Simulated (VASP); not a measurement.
PbI2, 3 atoms in the cell. The structure is trigonal, space group P-3m1 (No. 164). The conventional cell has a = 4.564 Å, b = 4.564 Å, c = 7.048 Å, α = 90.00°, β = 90.00°, γ = 120.00°. Within 4.3 Å of Pb (site symmetry -3m) lie 6 I at 3.24 Å. Within 4.3 Å of I (site symmetry 3m) lie 3 Pb at 3.24 Å and 3 I at 4.21 Å. 

- Program: VASP 6.6.1
- Task: single point
- Functional: PBE0
- Potentials or basis: VASP PAW PBE potentials, release 64 (Pb_d, I)
- Cutoff: 400 eV
- k mesh: 6 × 6 × 2
- Occupations: gaussian, width 0.01 eV
- Spin: no spin polarisation
- Dipole correction: no
- Grid for exact exchange (PRECFOCK): Normal
- Further INCAR settings: ALGO = Normal; EDIFF = 1e-06; NBANDS = 21
- Share of exact exchange: 0.25

Potentials or basis: VASP PAW PBE potentials, release 64 (Pb_d, I).

Command:

```bash
$ cat potpaw_PBE.64/Pb_d/POTCAR potpaw_PBE.64/I/POTCAR > POTCAR
$ cp INCAR.step1 INCAR
$ mpirun -np 1 vasp_std > vasp.out
$ cp INCAR.step2 INCAR
$ mpirun -np 1 vasp_std > vasp.out
```

Hardware: 1 thread of Intel(R) Xeon(R) Platinum 8259CL CPU @ 2.50GHz (Skylake/Cascade Lake), with other jobs on the host.

Problem. How long does it take, and how much memory?

Solution. It took 44 min on 1 thread of Intel(R) Xeon(R) Platinum 8259CL CPU @ 2.50GHz (Skylake/Cascade Lake), with other jobs on the host, peak memory 0.24 GiB. Counts: k points 14.
